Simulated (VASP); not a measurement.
# CaSe (Fm-3m) in VASP: a series of runs

CaSe is run at these levels: LDA; tasks: electric field gradients.

Everything below comes from runs of VASP 6.6.1. Logs are shortened: lines on timing, memory, paths and dates and some standing lists are left out, and cuts for length are marked.

**1. The cell of the first run**

It takes space group Fm-3m (No. 225, cubic). Conventional cell: a = 5.940 Å, b = 5.940 Å, c = 5.940 Å, α = 90.00°, β = 90.00°, γ = 90.00°. Ca (site symmetry m-3m) has 6 Se at 2.97 Å within 3.9 Å. Se (site symmetry m-3m) has 6 Ca at 2.97 Å within 3.9 Å.

**2. Electric field gradients, LDA**

Contents of INCAR:

```
ALGO     = Normal         # electronic algorithm
EDIFF    = 1E-8           # SCF threshold, eV
ENCUT    = 520            # plane-wave cutoff, eV
GGA      = CA             # functional
ISIF     = 2              # what is computed and relaxed
ISMEAR   = -1             # smearing method
LASPH    = T              # aspherical terms in the spheres
LCHARG   = F              # write CHGCAR
LEFG     = T            
LREAL    = F              # projectors in reciprocal space
LWAVE    = F              # write WAVECAR
NBANDS   = 15             # bands
NELM     = 80             # most SCF steps
PREC     = Accurate       # precision mode
SIGMA    = 0.03           # smearing width, eV
```

Contents of KPOINTS:

```
k-points
0
Gamma
  9 9 9
```

Contents of POSCAR:

```
CaSe
1.0
    0.0000000000      2.9702381052      2.9702381052
    2.9702381052      0.0000000000      2.9702381052
    2.9702381052      2.9702381052      0.0000000000
Ca Se
1 1
Direct
    0.0000000000      0.0000000000      0.0000000000
    0.5000000000      0.5000000000      0.5000000000
```

Potentials or basis: VASP PAW LDA potentials, release 64 (Ca_sv, Se).

Run with:

```
> cat potpaw_LDA.64/Ca_sv/POTCAR potpaw_LDA.64/Se/POTCAR > POTCAR
> mpirun -np 1 vasp_std > vasp.out
```

OUTCAR:

```text
EDIFF = 1E-8
   ENCUT = 520
   GGA = CA
   ISIF = 2
   ISMEAR = -1
   LASPH = T
   LREAL = F
   NELM = 80
   PREC = Accurate

 ion  position               nearest neighbor table
   1  0.000  0.000  0.000-   2 2.97   2 2.97   2 2.97   2 2.97   2 2.97   2 2.97
   2  0.500  0.500  0.500-   1 2.97   1 2.97   1 2.97   1 2.97   1 2.97   1 2.97

  LATTYP: Found a face centered cubic cell.
 ALAT       =     5.9404762104

  Lattice vectors:

 A1 = (   0.0000000000,   2.9702381052,   2.9702381052)
 A2 = (   2.9702381052,   0.0000000000,   2.9702381052)
 A3 = (   2.9702381052,   2.9702381052,   0.0000000000)

Analysis of symmetry for initial positions (statically):
=====================================================================
 Subroutine PRICEL returns:
 Original cell was already a primitive cell.

 Routine SETGRP: Setting up the symmetry group for a
 face centered cubic supercell.

 Subroutine GETGRP returns: Found 48 space group operations
 (whereof 48 operations were pure point group operations)
 out of a pool of 48 trial point group operations.

The static configuration has the point symmetry O_h .

Analysis of symmetry for dynamics (positions and initial velocities):
=====================================================================
 Subroutine PRICEL returns:
 Original cell was already a primitive cell.

 Routine SETGRP: Setting up the symmetry group for a
 face centered cubic supercell.

 Subroutine GETGRP returns: Found 48 space group operations
 (whereof 48 operations were pure point group operations)
 out of a pool of 48 trial point group operations.

The dynamic configuration has the point symmetry O_h .

 Subroutine INISYM returns: Found 48 space group operations
 (whereof 48 operations are pure point group operations),
 and found     1 'primitive' translations

----------------------------------------------------------------------------------------

                                     Primitive cell

  volume of cell :      52.4087

  direct lattice vectors                    reciprocal lattice vectors
     0.000000000  2.970238105  2.970238105    -0.168336673  0.168336673  0.168336673
     2.970238105  0.000000000  2.970238105     0.168336673 -0.168336673  0.168336673
     2.970238105  2.970238105  0.000000000     0.168336673  0.168336673 -0.168336673

  length of vectors
     4.200551012  4.200551012  4.200551012     0.291567670  0.291567670  0.291567670

  position of ions in fractional coordinates (direct lattice)
     0.000000000  0.000000000  0.000000000
     0.500000000  0.500000000  0.500000000

  ion indices of the primitive-cell ions
   primitive index   ion index
                 1           1
                 2           2

----------------------------------------------------------------------------------------

 KPOINTS: k-points

Automatic generation of k-mesh.
 Grid dimensions read from file:
 generate k-points for:    9    9    9

 Generating k-lattice:

  Cartesian coordinates                     Fractional coordinates (reciprocal lattice)
    -0.018704075  0.018704075  0.018704075     0.111111111  0.000000000  0.000000000
     0.018704075 -0.018704075  0.018704075     0.000000000  0.111111111  0.000000000
     0.018704075  0.018704075 -0.018704075     0.000000000  0.000000000  0.111111111

  Length of vectors
     0.032396408  0.032396408  0.032396408

  Shift w.r.t. Gamma in fractional coordinates (k-lattice)
     0.000000000  0.000000000  0.000000000

 Subroutine IBZKPT returns following result:
 ===========================================

 Found     35 irreducible k-points:

 Following reciprocal coordinates:
            Coordinates               Weight
  0.000000  0.000000  0.000000      1.000000
  0.111111  0.000000  0.000000      8.000000
  0.222222  0.000000  0.000000      8.000000
  0.333333  0.000000  0.000000      8.000000
  0.444444  0.000000  0.000000      8.000000
  0.111111  0.111111  0.000000      6.000000
[... 16 lines left out ...]
 -0.333333  0.333333  0.000000     12.000000
  0.444444  0.444444  0.000000      6.000000
 [... further k-points ...]
   k-points           NKPTS =     35   k-points in BZ     NKDIM =     35   number of bands    NBANDS=     15
   number of dos      NEDOS =    301   number of ions     NIONS =      2
   total plane-waves  NPLWV =  32768
   dimension x,y,z NGX =    32 NGY =   32 NGZ =   32
   dimension x,y,z NGXF=    64 NGYF=   64 NGZF=   64
   ions per type =               1   1
   NGX,Y,Z   is equivalent  to a cutoff of  12.66, 12.66, 12.66 a.u.
   NGXF,Y,Z  is equivalent  to a cutoff of  25.33, 25.33, 25.33 a.u.
 SYSTEM =  unknown system
   PREC   = accura    normal or accurate (medium, high low for compatibility)
   ISTART =      0    job   : 0-new  1-cont  2-samecut
   ICHARG =      2    charge: 1-file 2-atom 10-const
   ISPIN  =      1    spin polarized calculation?
   LNONCOLLINEAR =      F non collinear calculations
   LSORBIT =      F    spin-orbit coupling
   LASPH  =      T    aspherical Exc in radial PAW
   ENCUT  =  520.0 eV  38.22 Ry    6.18 a.u.   7.81  7.81  7.81*2*pi/ulx,y,z
   NELM   =     80;   NELMIN=  2; NELMDL= -5     # of ELM steps
   EDIFF  = 0.1E-07   stopping-criterion for ELM
   LREAL  =      F    real-space projection
   EDIFFG = 0.1E-06   stopping-criterion for IOM
   NSW    =      0    number of steps for IOM
   IBRION =     -1    ionic relax: 0-MD 1-quasi-New 2-CG
   NFREE  =      0    steps in history (QN), initial steepest desc. (CG)
   ISIF   =      2    stress and relaxation
   ISYM   =      2    0-nonsym 1-usesym 2-fastsym
   POTIM  = 0.5000    time-step for ionic-motion
   TEBEG  =    0.0;   TEEND  =   0.0 temperature during run
   PSTRESS=    0.0 pullay stress
   NELECT =      16.0000    total number of electrons
   NUPDOWN=      -1.0000    fix difference up-down
   EMIN   =  10.00;   EMAX   =-10.00  energy-range for DOS
   EFERMI =   0.00;   METHOD = LEGACY
   ISMEAR =    -1;   SIGMA  =   0.03  broadening in eV -4-tet -1-fermi 0-gaus
   EFERMI_NEDOS =   21; number of points for ismear=-14 and -15
   IALGO  =     38    algorithm
   IMIX   =      4    mixing-type and parameters
     AMIX     =   0.40;   BMIX     =  1.00
     AMIX_MAG =   1.60;   BMIX_MAG =  1.00
  volume/ion in A,a.u.               =      26.20       176.84
  Fermi-wavevector in a.u.,A,eV,Ry     =   1.102335  2.083111 16.533014  1.215142
  Thomas-Fermi vector in A             =   2.238776
   LORBIT       =      0    0 simple, 1 ext, 2 COOP (PROOUT), +10 PAW based schemes
   GGA     = CA    functional components
   LHFCALC =     F    Hartree Fock is set to
   AEXX    =    0.0000 exact exchange contribution
   IVDW    =     0    specifies the selected vdW correction
   LEPSILON=     F    determine dielectric tensor
   LRPA    =     F    only Hartree local field effects (RPA)
 non-spin polarized calculation
  energy-cutoff  :      520.00
  volume of cell :       52.41
 maximum number of plane-waves:      1424
   NGX = 15   NGY = 15   NGZ = 15

 number of electron      15.9999999 magnetization

 Free energy of the ion-electron system (eV)
  ---------------------------------------------------
  ext. energy  EPLUGINS =         0.00000000
  ---------------------------------------------------
  free energy    TOTEN  =       -10.54233712 eV

  energy without entropy =      -10.54233712  energy(sigma->0) =      -10.54233712

 E-fermi :   2.8514     XC(G=0):  -9.4433

 val. band max:        2.2586324315   @ k =   0.0000   0.0000   0.0000
 cond. band min:       4.1892680828   @ k =   0.4444   0.4444   0.0000
 fundamental gap:      1.9306356514
 Fermi energy:         2.8514053337

 k-point     1 :       0.0000    0.0000    0.0000
  band No.  band energies     occupation
      1     -37.0564      2.00000
      2     -18.3448      2.00000
      3     -18.3448      2.00000
      4     -18.3448      2.00000
      5      -9.5364      2.00000
      6       2.2586      2.00000
      7       2.2586      2.00000
      8       2.2586      2.00000
      9       5.2954      0.00000
     10       5.8084      0.00000
     11       5.8084      0.00000
     12       5.8084      0.00000
     13       6.4047      0.00000
     14       6.4047      0.00000
     15      11.8127      0.00000
[... 397 lines left out ...]
 k-point    24 :       0.4444    0.4444    0.0000
  band No.  band energies     occupation
      1     -37.0476      2.00000
      2     -18.4263      2.00000
      3     -18.3771      2.00000
      4     -18.3771      2.00000
      5      -8.9803      2.00000
      6      -0.2624      2.00000
      7       1.3423      2.00000
      8       1.3423      2.00000
      9       4.1893      0.00000
     10       7.0846      0.00000
     11       7.1389      0.00000
     12       8.0998      0.00000
     13       8.0998      0.00000
     14       8.1660      0.00000
     15      12.0767      0.00000

 [... further k-points ...]
[... 5 lines left out ...]
  --------------------------------------------------------------------------------------
  -------------------------------------------------------------------------------------
  Total       -1.1529596     -1.1529596     -1.1529596      0.0000000      0.0000000     -0.0000000
  in kB      -35.2468964    -35.2468964    -35.2468964      0.0000000      0.0000000     -0.0000000
  external PRESSURE =     -35.2468964 kB  Pullay stress =       0.0000000 kB

 VOLUME and BASIS-vectors are now :
 -----------------------------------------------------------------------------
  energy-cutoff  :      520.00
  volume of cell :       52.41
      direct lattice vectors                 reciprocal lattice vectors
     0.000000000  2.970238105  2.970238105    -0.168336673  0.168336673  0.168336673
     2.970238105  0.000000000  2.970238105     0.168336673 -0.168336673  0.168336673
     2.970238105  2.970238105  0.000000000     0.168336673  0.168336673 -0.168336673

 POSITION                                       TOTAL-FORCE (eV/Angst)
 -----------------------------------------------------------------------------------
      0.00000      0.00000      0.00000        -0.000000      0.000000     -0.000000
      2.97024      2.97024      2.97024         0.000000     -0.000000      0.000000
 -----------------------------------------------------------------------------------
    total drift:                                0.000000     -0.000000     -0.000000

  FREE ENERGIE OF THE ION-ELECTRON SYSTEM (eV)
  ---------------------------------------------------
  free  energy   TOTEN  =       -10.5423371172 eV

  energy  without entropy=      -10.5423371172  energy(sigma->0) =      -10.54233712

 Electric field gradients (V/A^2)
---------------------------------------------------------------------
 ion       V_xx      V_yy      V_zz      V_xy      V_xz      V_yz
---------------------------------------------------------------------
   1       0.000    -0.000     0.000     0.000     0.000     0.000
   2      -0.000    -0.000    -0.000     0.000     0.000     0.000
---------------------------------------------------------------------

 Electric field gradients after diagonalization (V/A^2)
 (convention: |V_zz| > |V_xx| > |V_yy|)
----------------------------------------------------------------------
 ion       V_xx      V_yy      V_zz     asymmetry (V_yy - V_xx)/ V_zz
----------------------------------------------------------------------
   1      -0.000    -0.000     0.001       0.000
   2      -0.000    -0.000     0.001       0.000
----------------------------------------------------------------------

           NMR quadrupolar parameters

 Cq : quadrupolar parameter    Cq=e*Q*V_zz/h
 eta: asymmetry parameters     (V_yy - V_xx)/ V_zz
 Q  : nuclear electric quadrupole moment in mb (millibarn)
----------------------------------------------------------------------
 ion       Cq(MHz)       eta       Q (mb)
----------------------------------------------------------------------
   1       0.000       0.000       1.000
   2       0.000       0.000       1.000
----------------------------------------------------------------------
```

Run time: 34 s. Hardware: 1 thread of Intel Xeon 8259CL, shared host; peak memory 0.17 GiB.

What came out:

| Property | Result |
| --- | --- |
| Free energy | -10.5423 eV |
| Pressure | -3.5 GPa |
| Band gap on the k mesh | 1.93 eV (least direct gap 2.85 eV) |
| Largest electric field gradient by atom | under 0.05 V/Å² on every atom |

Caveat: the cell stands under tension; an odd mesh through Γ misses points on the zone boundary, where band edges can lie.

[end of part 1 of 3]
